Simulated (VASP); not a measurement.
# CaP2Ru2 (I4/mmm) in VASP: notebook

CaP2Ru2 is run at these levels: LDA; tasks: single point.

Everything below comes from runs of VASP 6.6.1. Logs are shortened: lines on timing, memory, paths and dates and some standing lists are left out, and cuts for length are marked.

## 1. The cell of the first run

Symmetry: I4/mmm, No. 139, tetragonal system. Conventional cell: a = 4.047 Å, b = 4.047 Å, c = 9.927 Å, α = 90.00°, β = 90.00°, γ = 90.00°. Within 4.2 Å of Ca (site symmetry 4/mmm) lie 10 P at 3.16 to 3.62 Å and 8 Ru at 3.20 Å and 4 Ca at 4.05 Å. Within 3.2 Å of P (site symmetry 4mm) lie 4 Ru at 2.32 Å and 1 P at 2.69 Å and 4 Ca at 3.16 Å. Ru (site symmetry -4m2) has 4 P at 2.32 Å and 4 Ru at 2.86 Å and 4 Ca at 3.20 Å within 3.3 Å.

## 2. Single point, LDA

Contents of INCAR:

```
PREC = Accurate
ENCUT = 500
EDIFF = 1E-6
ISMEAR = 0
SIGMA = 0.1
LREAL = F
LASPH = T
NELM = 120
ALGO = Normal
ISIF = 2
LWAVE = F
LCHARG = T
GGA = CA
LELF = T
LVHAR = T
NBANDS = 32
GGA_COMPAT = F
```

Contents of KPOINTS:

```
Automatic mesh
0
Gamma
  6 6 6
```

Contents of POSCAR:

```
CaP2Ru2
1.0
   -2.0232976856      2.0232976856      4.9636705479
    2.0232976856     -2.0232976856      4.9636705479
    2.0232976856      2.0232976856     -4.9636705479
Ca P Ru
1 2 2
Direct
    0.0000000000      0.0000000000      0.0000000000
    0.6357114000      0.6357114000      0.0000000000
    0.3642886000      0.3642886000      0.0000000000
    0.7500000000      0.2500000000      0.5000000000
    0.2500000000      0.7500000000      0.5000000000
```

Potentials or basis: VASP PAW LDA potentials, release 64 (Ca_sv, P, Ru_pv).

Launch:

```sh
> cat potpaw_LDA.64/Ca_sv/POTCAR potpaw_LDA.64/P/POTCAR potpaw_LDA.64/Ru_pv/POTCAR > POTCAR
> mpirun -np 1 vasp_std > vasp.out
```

OUTCAR:

```text
PREC = Accurate
   ENCUT = 500
   EDIFF = 1E-6
   ISMEAR = 0
   LREAL = F
   LASPH = T
   NELM = 120
   ISIF = 2
   GGA = CA

 ion  position               nearest neighbor table
   1  0.000  0.000  0.000-   4 3.20   5 3.20   4 3.20   5 3.20   4 3.20   5 3.20   4 3.20   5 3.20

   2  0.636  0.636  0.000-   4 2.32   5 2.32   5 2.32   4 2.32   3 2.69
   3  0.364  0.364  0.000-   4 2.32   5 2.32   5 2.32   4 2.32   2 2.69
   4  0.750  0.250  0.500-   2 2.32   3 2.32   3 2.32   2 2.32   5 2.86   5 2.86   5 2.86   5 2.86
                             1 3.20   1 3.20   1 3.20   1 3.20
   5  0.250  0.750  0.500-   2 2.32   3 2.32   3 2.32   2 2.32   4 2.86   4 2.86   4 2.86   4 2.86
                             1 3.20   1 3.20   1 3.20   1 3.20

  LATTYP: Found a body centered tetragonal cell.
 ALAT       =     4.0465953712
 C/A-ratio  =     2.4532576611

  Lattice vectors:

 A1 = (  -2.0232976856,   2.0232976856,   4.9636705479)
 A2 = (   2.0232976856,  -2.0232976856,   4.9636705479)
 A3 = (   2.0232976856,   2.0232976856,  -4.9636705479)

Analysis of symmetry for initial positions (statically):
=====================================================================
 Subroutine PRICEL returns:
 Original cell was already a primitive cell.

 Routine SETGRP: Setting up the symmetry group for a
 body centered tetragonal supercell.

 Subroutine GETGRP returns: Found 16 space group operations
 (whereof 16 operations were pure point group operations)
 out of a pool of 16 trial point group operations.

The static configuration has the point symmetry D_4h.

Analysis of symmetry for dynamics (positions and initial velocities):
=====================================================================
 Subroutine PRICEL returns:
 Original cell was already a primitive cell.

 Routine SETGRP: Setting up the symmetry group for a
 body centered tetragonal supercell.

 Subroutine GETGRP returns: Found 16 space group operations
 (whereof 16 operations were pure point group operations)
 out of a pool of 16 trial point group operations.

The dynamic configuration has the point symmetry D_4h.

 Subroutine INISYM returns: Found 16 space group operations
 (whereof 16 operations are pure point group operations),
 and found     1 'primitive' translations

----------------------------------------------------------------------------------------

                                     Primitive cell

  volume of cell :      81.2798

  direct lattice vectors                    reciprocal lattice vectors
    -2.023297686  2.023297686  4.963670548     0.000000000  0.247121323  0.100731907
     2.023297686 -2.023297686  4.963670548     0.247121323  0.000000000  0.100731907
     2.023297686  2.023297686 -4.963670548     0.247121323  0.247121323  0.000000000

  length of vectors
     5.729353572  5.729353572  5.729353572     0.266863008  0.266863008  0.349482326

  position of ions in fractional coordinates (direct lattice)
     0.000000000  0.000000000  0.000000000
     0.635711400  0.635711400  0.000000000
     0.364288600  0.364288600  0.000000000
     0.750000000  0.250000000  0.500000000
     0.250000000  0.750000000  0.500000000

  ion indices of the primitive-cell ions
   primitive index   ion index
                 1           1
                 2           2
                 3           3
                 4           4
                 5           5

----------------------------------------------------------------------------------------

 KPOINTS: Automatic mesh

Automatic generation of k-mesh.
 Grid dimensions read from file:
 generate k-points for:    6    6    6

 Generating k-lattice:

  Cartesian coordinates                     Fractional coordinates (reciprocal lattice)
     0.000000000  0.041186887  0.016788651     0.166666667  0.000000000  0.000000000
     0.041186887  0.000000000  0.016788651     0.000000000  0.166666667  0.000000000
     0.041186887  0.041186887  0.000000000     0.000000000  0.000000000  0.166666667

  Length of vectors
     0.044477168  0.044477168  0.058247054

  Shift w.r.t. Gamma in fractional coordinates (k-lattice)
     0.000000000  0.000000000  0.000000000

 Subroutine IBZKPT returns following result:
 ===========================================

 Found     30 irreducible k-points:

 Following reciprocal coordinates:
            Coordinates               Weight
  0.000000  0.000000  0.000000      1.000000
  0.166667 -0.000000  0.000000      8.000000
  0.333333  0.000000 -0.000000      8.000000
  0.500000  0.000000 -0.000000      4.000000
  0.166667  0.166667  0.000000      8.000000
  0.333333  0.166667 -0.000000     16.000000
[... 16 lines left out ...]
 -0.333333 -0.333333  0.166667      8.000000
 -0.166667 -0.333333  0.166667      8.000000
 [... further k-points ...]
   k-points           NKPTS =     30   k-points in BZ     NKDIM =     30   number of bands    NBANDS=     32
   number of dos      NEDOS =    301   number of ions     NIONS =      5
   total plane-waves  NPLWV =  74088
   dimension x,y,z NGX =    42 NGY =   42 NGZ =   42
   dimension x,y,z NGXF=    84 NGYF=   84 NGZF=   84
   ions per type =               1   2   2
   NGX,Y,Z   is equivalent  to a cutoff of  12.19, 12.19, 12.19 a.u.
   NGXF,Y,Z  is equivalent  to a cutoff of  24.37, 24.37, 24.37 a.u.
 SYSTEM =  unknown system
   PREC   = accura    normal or accurate (medium, high low for compatibility)
   ISTART =      0    job   : 0-new  1-cont  2-samecut
   ICHARG =      2    charge: 1-file 2-atom 10-const
   ISPIN  =      1    spin polarized calculation?
   LNONCOLLINEAR =      F non collinear calculations
   LSORBIT =      F    spin-orbit coupling
   LASPH  =      T    aspherical Exc in radial PAW
   ENCUT  =  500.0 eV  36.75 Ry    6.06 a.u.  10.45 10.45 10.45*2*pi/ulx,y,z
   NELM   =    120;   NELMIN=  2; NELMDL= -5     # of ELM steps
   EDIFF  = 0.1E-05   stopping-criterion for ELM
   LREAL  =      F    real-space projection
   EDIFFG = 0.1E-04   stopping-criterion for IOM
   NSW    =      0    number of steps for IOM
   IBRION =     -1    ionic relax: 0-MD 1-quasi-New 2-CG
   NFREE  =      0    steps in history (QN), initial steepest desc. (CG)
   ISIF   =      2    stress and relaxation
   ISYM   =      2    0-nonsym 1-usesym 2-fastsym
   POTIM  = 0.5000    time-step for ionic-motion
   TEBEG  =    0.0;   TEEND  =   0.0 temperature during run
   PSTRESS=    0.0 pullay stress
   NELECT =      48.0000    total number of electrons
   NUPDOWN=      -1.0000    fix difference up-down
   EMIN   =  10.00;   EMAX   =-10.00  energy-range for DOS
   EFERMI =   0.00;   METHOD = LEGACY
   ISMEAR =     0;   SIGMA  =   0.10  broadening in eV -4-tet -1-fermi 0-gaus
   EFERMI_NEDOS =   21; number of points for ismear=-14 and -15
   IALGO  =     38    algorithm
   IMIX   =      4    mixing-type and parameters
     AMIX     =   0.40;   BMIX     =  1.00
     AMIX_MAG =   1.60;   BMIX_MAG =  1.00
  volume/ion in A,a.u.               =      16.26       109.70
  Fermi-wavevector in a.u.,A,eV,Ry     =   1.373497  2.595533 25.667312  1.886494
  Thomas-Fermi vector in A             =   2.499009
   LORBIT       =      0    0 simple, 1 ext, 2 COOP (PROOUT), +10 PAW based schemes
   GGA     = CA    functional components
   LHFCALC =     F    Hartree Fock is set to
   AEXX    =    0.0000 exact exchange contribution
   IVDW    =     0    specifies the selected vdW correction
   LEPSILON=     F    determine dielectric tensor
   LRPA    =     F    only Hartree local field effects (RPA)
 non-spin polarized calculation
 Gauss-broadening in eV      SIGMA  =   0.10
  energy-cutoff  :      500.00
  volume of cell :       81.28
 maximum number of plane-waves:      2098
 NGX is ok and might be reduce to    42
   NGX = 21   NGY = 21   NGZ = 21

 number of electron      47.9999994 magnetization

 Free energy of the ion-electron system (eV)
  ---------------------------------------------------
  ext. energy  EPLUGINS =         0.00000000
  ---------------------------------------------------
  free energy    TOTEN  =       -40.63366460 eV

  energy without entropy =      -40.62672066  energy(sigma->0) =      -40.63019263

 E-fermi :   8.8250     XC(G=0): -11.8546

 val. band max:        8.7796659892   @ k =  -0.3333   0.3333   0.1667
 cond. band min:       8.8428741508   @ k =  -0.1667   0.5000   0.1667
 fundamental gap:      0.0632081616
 Fermi energy:         8.8250264640

 k-point     1 :       0.0000    0.0000    0.0000
  band No.  band energies     occupation
      1     -33.9245      2.00000
      2     -33.9245      2.00000
      3     -33.6287      2.00000
      4     -33.6287      2.00000
      5     -33.5535      2.00000
      6     -33.4774      2.00000
[... 24 lines left out ...]
     31      13.0693      0.00000
     32      14.3104      0.00000

 k-point     2 :       0.1667   -0.0000    0.0000
  band No.  band energies     occupation
      1     -33.9073      2.00000
      2     -33.9050      2.00000
      3     -33.6513      2.00000
      4     -33.6488      2.00000
      5     -33.5483      2.00000
      6     -33.4823      2.00000
[... 24 lines left out ...]
     31      13.4837      0.00000
     32      13.6139      0.00000

 k-point     3 :       0.3333    0.0000   -0.0000
  band No.  band energies     occupation
      1     -33.8585      2.00000
      2     -33.8514      2.00000
      3     -33.7110      2.00000
      4     -33.7036      2.00000
      5     -33.5341      2.00000
      6     -33.4958      2.00000
[... 24 lines left out ...]
     31      13.3194      0.00000
     32      13.3496      0.00000

 k-point     4 :       0.5000    0.0000   -0.0000
  band No.  band energies     occupation
      1     -33.7876      2.00000
      2     -33.7873      2.00000
      3     -33.7778      2.00000
      4     -33.7778      2.00000
      5     -33.5151      2.00000
      6     -33.5145      2.00000
[... 654 lines left out ...]
     31      12.6729      0.00000
     32      13.3011      0.00000

 k-point    23 :      -0.3333   -0.3333    0.1667
  band No.  band energies     occupation
      1     -33.9368      2.00000
      2     -33.8438      2.00000
      3     -33.7163      2.00000
      4     -33.6206      2.00000
      5     -33.5452      2.00000
      6     -33.4863      2.00000
[... 24 lines left out ...]
     31      12.8397      0.00000
     32      13.4348      0.00000

 k-point    24 :      -0.1667   -0.3333    0.1667
  band No.  band energies     occupation
      1     -33.9073      2.00000
      2     -33.9050      2.00000
      3     -33.6513      2.00000
      4     -33.6488      2.00000
      5     -33.5494      2.00000
      6     -33.4821      2.00000
[... 24 lines left out ...]
     31      13.0990      0.00000
     32      13.3371      0.00000

 [... further k-points ...]

------------------------ aborting loop because EDIFF is reached ----------------------------------------

  FORCE on cell =-STRESS in cart. coord.  units (eV):
  Direction    XX          YY          ZZ          XY          YZ          ZX
  --------------------------------------------------------------------------------------
  -------------------------------------------------------------------------------------
  Total       -3.0839896     -3.0839896     -2.7054835      0.0000000      0.0000000      0.0000000
  in kB      -60.7912371    -60.7912371    -53.3301697      0.0000000      0.0000000      0.0000000
  external PRESSURE =     -58.3042146 kB  Pullay stress =       0.0000000 kB

 VOLUME and BASIS-vectors are now :
 -----------------------------------------------------------------------------
  energy-cutoff  :      500.00
  volume of cell :       81.28
      direct lattice vectors                 reciprocal lattice vectors
    -2.023297686  2.023297686  4.963670548     0.000000000  0.247121323  0.100731907
     2.023297686 -2.023297686  4.963670548     0.247121323  0.000000000  0.100731907
     2.023297686  2.023297686 -4.963670548     0.247121323  0.247121323  0.000000000

 POSITION                                       TOTAL-FORCE (eV/Angst)
 -----------------------------------------------------------------------------------
      0.00000      0.00000      0.00000         0.000000      0.000000      0.000000
      0.00000      0.00000      6.31092         0.000000      0.000000      0.065783
      0.00000      0.00000      3.61642        -0.000000     -0.000000     -0.065783
     -0.00000      2.02330      2.48184         0.000000      0.000000      0.000000
      2.02330     -0.00000      2.48184         0.000000      0.000000      0.000000
 -----------------------------------------------------------------------------------
    total drift:                               -0.000000     -0.000000     -0.000000

  FREE ENERGIE OF THE ION-ELECTRON SYSTEM (eV)
  ---------------------------------------------------
  free  energy   TOTEN  =       -40.6336645951 eV

  energy  without entropy=      -40.6267206624  energy(sigma->0) =      -40.63019263
```

Run time: 3 min. Hardware: 1 thread of Intel Xeon 8259CL, shared host; peak memory 0.26 GiB.

Results:

```yaml
Free_energy: -40.6337 eV
Pressure: -5.8 GPa
Largest_force: 0.066 eV/Å
Band_gap_on_the_k_mesh: zero (bands 24 and 25 overlap by 2.20 eV)
```

Forces in eV/Å, atoms in the order of the input:
```
Ca   0.000  0.000  0.000
P    0.000  0.000  0.066
P    0.000  0.000 -0.066
Ru   0.000  0.000  0.000
Ru   0.000  0.000  0.000
```

Levels at points of the mesh, in eV from the Fermi level:
```tsv
k point	band 22	band 23	band 24	band 25	band 26	band 27
(0.00, 0.00, 0.00)	-0.61	-0.37	-0.37	0.86	1.12	2.46
(0.50, 0.00, 0.00)	-2.46	-1.55	-0.74	0.91	2.07	2.15
(0.50, 0.50, 0.00)	-1.43	-1.09	-1.04	-0.81	0.60	1.22
(0.50, 0.50, 0.50)	-0.11	-0.11	0.39	1.12	1.68	2.70
```

Caveat: the cell stands under tension.

(Continued in part 2 of 2.)
